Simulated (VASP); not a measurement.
Wanted: the native input for a VASP 6.6.1 run.

* Task: single point
* Functional: PBE-based global hybrid with 35 % exact exchange
* Potentials or basis: VASP PAW PBE potentials, release 64 (Sb)
* Cutoff: 400 eV
* k mesh: 4 × 4 × 4
* Occupations: fermi-dirac, width 0.05 eV
* Spin: no spin polarisation
* Dipole correction: no
* Grid for exact exchange (PRECFOCK): Normal
* Share of exact exchange: 0.35
* Further INCAR settings: ALGO = Normal; EDIFF = 1e-06; NBANDS = 12

The system is Sb.

```xyz
2
Lattice="2.1542 1.2437 3.7580 -2.1542 1.2437 3.7580 0.0000 -2.4875 3.7580" Properties=species:S:1:pos:R:3 pbc="T T T"
Sb    0.0000    0.0000    8.6416
Sb    0.0000    0.0000    2.6324
```

These files were run (other wordings do the same):

POSCAR

```
Sb
1.0
    2.1542000000      1.2437279499      3.7580000000
   -2.1542000000      1.2437279499      3.7580000000
    0.0000000000     -2.4874558998      3.7580000000
Sb
2
Direct
    0.7665100000      0.7665100000      0.7665100000
    0.2334900000      0.2334900000      0.2334900000
```

INCAR.step1

```
SYSTEM = Sb
ALGO     = Normal         ! electronic algorithm
EDIFF    = 1E-5           ! SCF threshold, eV
ENCUT    = 400            ! plane-wave cutoff, eV
GGA      = PE             ! functional
GGA_COMPAT= .FALSE.      
ISIF     = 2              ! what is computed and relaxed
ISMEAR   = -1             ! smearing method
LASPH    = .TRUE.         ! aspherical terms in the spheres
LREAL    = .FALSE.        ! projectors in reciprocal space
LWAVE    = .TRUE.         ! write WAVECAR
NBANDS   = 12             ! bands
NELM     = 120            ! most SCF steps
PREC     = Accurate       ! precision mode
SIGMA    = 0.05           ! smearing width, eV
```

INCAR.step2

```
SYSTEM = Sb
AEXX     = 0.35           ! exact-exchange fraction
ALGO     = Normal         ! electronic algorithm
EDIFF    = 1E-6           ! SCF threshold, eV
ENCUT    = 400            ! plane-wave cutoff, eV
GGA      = PE             ! functional
GGA_COMPAT= .FALSE.      
ISIF     = 2              ! what is computed and relaxed
ISMEAR   = -1             ! smearing method
ISTART   = 1            
LASPH    = .TRUE.         ! aspherical terms in the spheres
LCHARG   = .TRUE.         ! write CHGCAR
LELF     = .TRUE.         ! ELF
LHFCALC  = .TRUE.         ! exact exchange
LREAL    = .FALSE.        ! projectors in reciprocal space
LVHAR    = .TRUE.       
LWAVE    = .FALSE.        ! write WAVECAR
NBANDS   = 12             ! bands
NELM     = 120            ! most SCF steps
PREC     = Accurate       ! precision mode
PRECFOCK = Normal       
SIGMA    = 0.05           ! smearing width, eV
```

KPOINTS

```
k-points
0
G
  4 4 4
  0 0 0
```

Potentials or basis: VASP PAW PBE potentials, release 64 (Sb).

Command:

```sh
$ cat potpaw_PBE.64/Sb/POTCAR > POTCAR
$ cp INCAR.step1 INCAR
$ mpirun -np 1 vasp_std > vasp.out
$ cp INCAR.step2 INCAR
$ mpirun -np 1 vasp_std > vasp.out
```

Results of the run:

The pressure is -2.0 GPa. The largest force is 0.696 eV/Å and the band gap on the k mesh is 1.20 eV (least direct gap 1.43 eV).

Caveat: the k points lie up to 0.44 Å⁻¹ apart; the PAW data sets were made with another functional, which shifts forces and pressure a little; spin-orbit coupling is left out, which moves the levels of the heavy elements.

It took 13 min on 1 thread of Intel Xeon 8259CL, with other jobs on the host, peak memory 0.18 GiB.
